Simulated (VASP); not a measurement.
# Si (Fddd) in VASP: single point with r2SCAN

Aim: the single point of Si with r2SCAN.

All numbers are computed with VASP 6.6.1; they aren't measurements. Logs are shortened: lines on timing, memory, paths and dates and some standing lists are left out, and cuts for length are marked.

**1. The cell of the first run**

Symmetry: Fddd, No. 70, orthorhombic system. Conventional cell: a = 5.226 Å, b = 5.444 Å, c = 5.662 Å, α = 90.00°, β = 90.00°, γ = 90.00°. Si (site symmetry 222) has 4 Si at 2.36 Å within 3.1 Å.

**2. Single point, r2SCAN (strain -0.0400 x Voigt [1, -1, 0, 0, 0, 0])**

File POSCAR:

```
Si
1.0
    0.0000000000      2.8309895550      2.7221053413
    2.6132211276      0.0000000000      2.7221053413
    2.6132211276      2.8309895550      0.0000000000
Si
2
Direct
    0.5000000000      0.5000000000      0.5000000000
    0.7500000000      0.7500000000      0.7500000000
```

File INCAR.step1:

```
PREC = Accurate
ENCUT = 520
ISMEAR = 0
SIGMA = 0.05
LREAL = F
LASPH = T
NELM = 100
NBANDS = 11
GGA = PE
ALGO = Normal
EDIFF = 1E-4
LWAVE = T
LCHARG = F
```

File INCAR.step2:

```
PREC = Accurate
ENCUT = 520
EDIFF = 1E-6
ISMEAR = 0
SIGMA = 0.05
LREAL = F
LASPH = T
NELM = 100
ALGO = Normal
ISIF = 2
LWAVE = F
LCHARG = F
METAGGA = R2SCAN
LMIXTAU = T
NBANDS = 11
ISTART = 1
```

File KPOINTS:

```
Automatic mesh
0
Gamma
  8 8 8
```

Potentials or basis: VASP PAW PBE potentials, release 64 (Si).

Launch:

```bash
cat potpaw_PBE.64/Si/POTCAR > POTCAR
cp INCAR.step1 INCAR
mpirun -np 1 vasp_std > vasp.out
cp INCAR.step2 INCAR
mpirun -np 1 vasp_std > vasp.out
```

OUTCAR:

```text
PREC = Accurate
   ENCUT = 520
   EDIFF = 1E-6
   ISMEAR = 0
   LREAL = F
   LASPH = T
   NELM = 100
   ISIF = 2
   METAGGA = R2SCAN
   ISTART = 1

 ion  position               nearest neighbor table
   1  0.500  0.500  0.500-   2 2.36   2 2.36   2 2.36   2 2.36
   2  0.750  0.750  0.750-   1 2.36   1 2.36   1 2.36   1 2.36

  LATTYP: Found a face centered orthorhombic cell.
 ALAT       =     5.2264422552
 B/A-ratio  =     1.0416666667
 C/A-ratio  =     1.0833333334

  Lattice vectors:

 A1 = (   0.0000000000,   2.8309895550,  -2.7221053413)
 A2 = (   2.6132211276,   2.8309895550,   0.0000000000)
 A3 = (   2.6132211276,   0.0000000000,  -2.7221053413)

Analysis of symmetry for initial positions (statically):
=====================================================================
 Subroutine PRICEL returns:
 Original cell was already a primitive cell.

 Routine SETGRP: Setting up the symmetry group for a
 face centered orthorhombic supercell.

 Subroutine GETGRP returns: Found  8 space group operations
 (whereof  4 operations were pure point group operations)
 out of a pool of  8 trial point group operations.

The static configuration has the point symmetry D_2 .
 The point group associated with its full space group is D_2h.

Analysis of symmetry for dynamics (positions and initial velocities):
=====================================================================
 Subroutine PRICEL returns:
 Original cell was already a primitive cell.

 Routine SETGRP: Setting up the symmetry group for a
 face centered orthorhombic supercell.

 Subroutine GETGRP returns: Found  8 space group operations
 (whereof  4 operations were pure point group operations)
 out of a pool of  8 trial point group operations.

The dynamic configuration has the point symmetry D_2 .
 The point group associated with its full space group is D_2h.

 Subroutine INISYM returns: Found  8 space group operations
 (whereof  4 operations are pure point group operations),
 and found     1 'primitive' translations

----------------------------------------------------------------------------------------

                                     Primitive cell

  volume of cell :      40.2763

  direct lattice vectors                    reciprocal lattice vectors
     0.000000000  2.830989555  2.722105341    -0.191334746  0.176616688  0.183681356
[... 93 lines left out ...]
   ISYM   =      2    0-nonsym 1-usesym 2-fastsym
   POTIM  = 0.5000    time-step for ionic-motion
   TEBEG  =    0.0;   TEEND  =   0.0 temperature during run
   PSTRESS=    0.0 pullay stress
   NELECT =       8.0000    total number of electrons
   NUPDOWN=      -1.0000    fix difference up-down
   EMIN   =  10.00;   EMAX   =-10.00  energy-range for DOS
   EFERMI =   0.00;   METHOD = LEGACY
   ISMEAR =     0;   SIGMA  =   0.05  broadening in eV -4-tet -1-fermi 0-gaus
   EFERMI_NEDOS =   21; number of points for ismear=-14 and -15
   IALGO  =     38    algorithm
   IMIX   =      4    mixing-type and parameters
     AMIX     =   0.40;   BMIX     =  1.00
     AMIX_MAG =   1.60;   BMIX_MAG =  1.00
  volume/ion in A,a.u.               =      20.14       135.90
  Fermi-wavevector in a.u.,A,eV,Ry     =   0.955187  1.805042 12.413712  0.912382
  Thomas-Fermi vector in A             =   2.084002
   LORBIT       =      0    0 simple, 1 ext, 2 COOP (PROOUT), +10 PAW based schemes
   METAGGA = R2SCAN    functional components
   LHFCALC =     F    Hartree Fock is set to
   AEXX    =    0.0000 exact exchange contribution
   IVDW    =     0    specifies the selected vdW correction
   LEPSILON=     F    determine dielectric tensor
   LRPA    =     F    only Hartree local field effects (RPA)
 non-spin polarized calculation
 Gauss-broadening in eV      SIGMA  =   0.05
  energy-cutoff  :      520.00
  volume of cell :       40.28
 maximum number of plane-waves:      1102
 NGX is ok and might be reduce to    30
   NGX = 15   NGY = 13   NGZ = 15

 number of electron       8.0000000 magnetization

 Free energy of the ion-electron system (eV)
  ---------------------------------------------------
  ext. energy  EPLUGINS =         0.00000000
  ---------------------------------------------------
  free energy    TOTEN  =       -17.50416985 eV

  energy without entropy =      -17.50415424  energy(sigma->0) =      -17.50416204

 E-fermi :   6.0506     XC(G=0):  -9.8353

 val. band max:        5.9797526097   @ k =   0.0000   0.0000   0.0000
 cond. band min:       6.1311688553   @ k =   0.0000   0.3750   0.3750
 fundamental gap:      0.1514162456
 Fermi energy:         6.0505577919

 k-point     1 :       0.0000    0.0000    0.0000
  band No.  band energies     occupation
      1      -6.7973      2.00000
      2       5.3767      2.00000
      3       5.7154      2.00000
      4       5.9798      1.95479
      5       8.2995      0.00000
      6       8.4721      0.00000
      7       8.6243      0.00000
      8       9.5296      0.00000
      9      13.1587      0.00000
     10      14.3705      0.00000
     11      14.4307      0.00000
[... 309 lines left out ...]
 k-point    24 :       0.3750    0.0000    0.1250
  band No.  band energies     occupation
      1      -5.2140      2.00000
      2       0.2347      2.00000
      3       3.5253      2.00000
      4       4.3146      2.00000
      5       8.4813      0.00000
      6       9.2405      0.00000
      7      10.6810      0.00000
      8      11.9066      0.00000
      9      15.3255      0.00000
     10      15.6296      0.00000
     11      16.2566      0.00000

 [... further k-points ...]

------------------------ aborting loop because EDIFF is reached ----------------------------------------

  FORCE on cell =-STRESS in cart. coord.  units (eV):
  Direction    XX          YY          ZZ          XY          YZ          ZX
  --------------------------------------------------------------------------------------
  -------------------------------------------------------------------------------------
  Total        0.9592108     -1.1912324      0.0690526      0.0000000      0.0000000      0.0000000
  in kB       38.1570927    -47.3868382      2.7468896      0.0000000      0.0000000      0.0000000
  external PRESSURE =      -2.1609520 kB  Pullay stress =       0.0000000 kB

 VOLUME and BASIS-vectors are now :
 -----------------------------------------------------------------------------
  energy-cutoff  :      520.00
  volume of cell :       40.28
      direct lattice vectors                 reciprocal lattice vectors
     0.000000000  2.830989555  2.722105341    -0.191334746  0.176616688  0.183681356
     2.613221128  0.000000000  2.722105341     0.191334746 -0.176616688  0.183681356
     2.613221128  2.830989555  0.000000000     0.191334746  0.176616688 -0.183681356

 POSITION                                       TOTAL-FORCE (eV/Angst)
 -----------------------------------------------------------------------------------
      2.61322      2.83099      2.72211         0.000000     -0.000000     -0.000000
      3.91983      4.24648      4.08316         0.000000      0.000000      0.000000
 -----------------------------------------------------------------------------------
    total drift:                                0.000000     -0.000000     -0.000000

  FREE ENERGIE OF THE ION-ELECTRON SYSTEM (eV)
  ---------------------------------------------------
  free  energy   TOTEN  =       -17.5041698456 eV

  energy  without entropy=      -17.5041542383  energy(sigma->0) =      -17.50416204
```

OUTCAR.step1:

```text
PREC = Accurate
   ENCUT = 520
   ISMEAR = 0
   LREAL = F
   LASPH = T
[... 561 lines left out ...]
 -----------------------------------------------------------------------------------
      2.61322      2.83099      2.72211         0.000000      0.000000     -0.000000
      3.91983      4.24648      4.08316        -0.000000     -0.000000      0.000000
 -----------------------------------------------------------------------------------
    total drift:                                0.000000     -0.000000     -0.000000

  FREE ENERGIE OF THE ION-ELECTRON SYSTEM (eV)
  ---------------------------------------------------
  free  energy   TOTEN  =       -10.8047691918 eV

  energy  without entropy=      -10.8046191554  energy(sigma->0) =      -10.80469417
```

It took 3.8 min on 1 thread of Intel Xeon 8259CL, shared host; peak memory 0.18 GiB.

What came out:

```
Free energy            : -17.5042 eV
Pressure               : -0.2 GPa
Band gap on the k mesh : 0.15 eV (least direct gap 2.32 eV)
```

Stress tensor (GPa, compression positive):
```
 3.82  0.00  0.00
 0.00 -4.74  0.00
 0.00  0.00  0.27
```

Levels at points of the mesh, in eV from the valence-band top:
```
           k point  band 1  band 2  band 3  band 4  band 5  band 6  band 7  band 8
(0.00, 0.00, 0.00)  -12.78   -0.60   -0.26    0.00    2.32    2.49    2.64    3.55
(0.50, 0.00, 0.00)  -10.33   -7.53   -1.90   -1.21    1.38    3.13    3.69    8.10
(0.50, 0.50, 0.00)   -8.43   -8.43   -3.27   -3.27    0.66    0.66    9.79    9.79
(0.50, 0.00, 0.50)   -8.67   -8.67   -2.96   -2.96    0.99    0.99   10.28   10.28
(0.00, 0.50, 0.50)   -8.18   -8.18   -3.59   -3.59    0.31    0.31   10.21   10.21
```

Caveat: the cell differs from its parent crystal (strain -0.0400 x Voigt [1, -1, 0, 0, 0, 0]); the PAW data sets were made with another functional, which shifts forces and pressure a little. A k mesh can miss the band edges.
